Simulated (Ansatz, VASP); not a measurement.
# ZnS in VASP and in Ansatz

Contents of INCAR:

```
SYSTEM = ZnS
PREC = Accurate
ENCUT = 520
EDIFF = 1E-7
ISMEAR = 0
SIGMA = 0.05
LREAL = .False.
LASPH = .True.
NELM = 80
ALGO = Normal
ISIF = 2
LWAVE = .False.
LCHARG = .False.
GGA = PE
NBANDS = 26
```

The input KPOINTS:

```
regular mesh
0
Gamma
  8 8 6
  0 0 0
```

POSCAR

```
ZnS
1.0
    0.0000000000     -2.7046500000     -2.7046500000
    0.0000000000      2.7046500000     -2.7046500000
    5.4093000000      0.0000000000      0.0000000000
Zn S
2 2
Direct
    0.4755970015      0.5000000000      0.5000000000
    0.0244029985      0.0000000000      0.0000000000
    0.0784323422      0.5000000000      0.2500000000
    0.4215676578      0.0000000000      0.7500000000
```

Input for Ansatz:

```yaml
crystal:
  lattice:
    - [0.0, -2.70465, -2.70465]
    - [0.0, 2.70465, -2.70465]
    - [5.4093, 0.0, 0.0]
  atoms:
    - { symbol: Zn, position: [0.4755970015, 0.5, 0.5] }
    - { symbol: Zn, position: [0.0244029985, 0.0, 0.0] }
    - { symbol: S, position: [0.0784323422, 0.5, 0.25] }
    - { symbol: S, position: [0.4215676578, 0.0, 0.75] }
basis:
  ecutwfc: 420
kpoints:
  mp_grid: { grid: [8, 8, 6] }
hamiltonian:
  xc: pbe
scf:
  occupations: { method: gaussian, width: 0.05 }
output:
  forces: true
  stress: true
  eigenvalues: true
```

Change from the starting cell: mode 10 (303.3 1/cm) frozen in, largest displacement -0.300 Å.

Alike in both runs: task single point; functional PBE; k mesh 8 × 8 × 6; occupations gaussian, width 0.05 eV; no spin polarisation.

```csv
,VASP,Ansatz
version,VASP 6.6.1,Ansatz 0.2.0
potentials or method,"VASP PAW PBE potentials, release 64 (Zn, S), cutoff 520 eV","scalar-relativistic, plane waves, PAW"
valence electrons in the cell,36,36
```

Ansatz gave:

| Property | Result |
| --- | --- |
| gap on the k mesh at the Fermi level (eV) | 1.81 |
| least direct gap on the mesh (eV) | 1.81 |
| pressure (GPa) | 8.4 |
| traceless stress, the component that is largest in VASP (GPa) | 4.52 |
| rms of the force components (eV/Å) | 2.128 |

**Question.** Estimate VASP's values.

**Answer.** gap on the k mesh at the Fermi level (eV): 1.82; least direct gap on the mesh (eV): 1.82; pressure (GPa): 8.5; traceless stress, the component that is largest in VASP (GPa): 4.51; rms of the force components (eV/Å): 2.138.

Atom by atom the forces differ by 0.010 eV/Å (rms over components).
